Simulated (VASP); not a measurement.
YSn3, 4 atoms in the cell. It takes space group Pm-3m (No. 221, cubic). Conventional cell: a = 4.666 Å, b = 4.666 Å, c = 4.666 Å, α = 90.00°, β = 90.00°, γ = 90.00°. Within 4.3 Å of Y (site symmetry m-3m) lie 12 Sn at 3.30 Å. Within 4.3 Å of Sn (site symmetry 4/mmm) lie 4 Y at 3.30 Å and 8 Sn at 3.30 Å. 

- Program: VASP 6.6.1
- Task: single point
- Functional: PBEsol
- Potentials or basis: VASP PAW PBE potentials, release 64 (Y_sv, Sn_d)
- Cutoff: 500 eV
- k mesh: 4 × 4 × 4
- Occupations: gaussian, width 0.1 eV
- Spin: no spin polarisation
- Dipole correction: no
- Further INCAR settings: ALGO = Normal; EDIFF = 1e-06; NBANDS = 34

Potentials or basis: VASP PAW PBE potentials, release 64 (Y_sv, Sn_d).

Run with:

```sh
$ cat potpaw_PBE.64/Y_sv/POTCAR potpaw_PBE.64/Sn_d/POTCAR > POTCAR
$ mpirun -np 1 vasp_std > vasp.out
```

Hardware: 1 thread of AMD EPYC 7R13, with other jobs on the host.

Problem. How long does it take, and how much memory?

Solution. Run time: 56 s on 1 thread of AMD EPYC 7R13, on a shared host, peak memory 0.19 GiB. Counts: scf iterations 14, k points 10.
